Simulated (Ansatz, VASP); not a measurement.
KI in VASP and in Ansatz

```
CELL_PARAMETERS angstrom
0.00000 3.60206 3.60206
3.60206 0.00000 3.60206
3.60206 3.60206 0.00000
ATOMIC_POSITIONS crystal
I 0.50000 0.50000 0.50000
K 0.00000 0.00000 0.00000
```

Alike in both runs: task single point; functional PBE0; k mesh 4 × 4 × 4; occupations fermi-dirac, width 0.05 eV; no spin polarisation.

|  | VASP | Ansatz |
| --- | --- | --- |
| version | VASP 6.6.1 | Ansatz 0.2.0 |
| potentials or method | VASP PAW PBE potentials, release 64 (I, K_sv) | Ansatz PAW |
| plane-wave cutoff (eV) | 520 | 420 |
| valence electrons in the cell | 16 | 26 |

|  | VASP | Ansatz | Ansatz less VASP |
| --- | --- | --- | --- |
| gap on the k mesh at the Fermi level (eV) | 5.52 | 5.52 | -0.008 |
| least direct gap on the mesh (eV) | 5.52 | 5.52 | -0.008 |
| pressure (GPa) | -0.3 | -0.3 | +0.02 |

VASP's potentials hold 16 valence electrons a cell and Ansatz's 26, so a difference there can come from the potentials and not from the codes.

Neither program's run includes spin-orbit coupling.
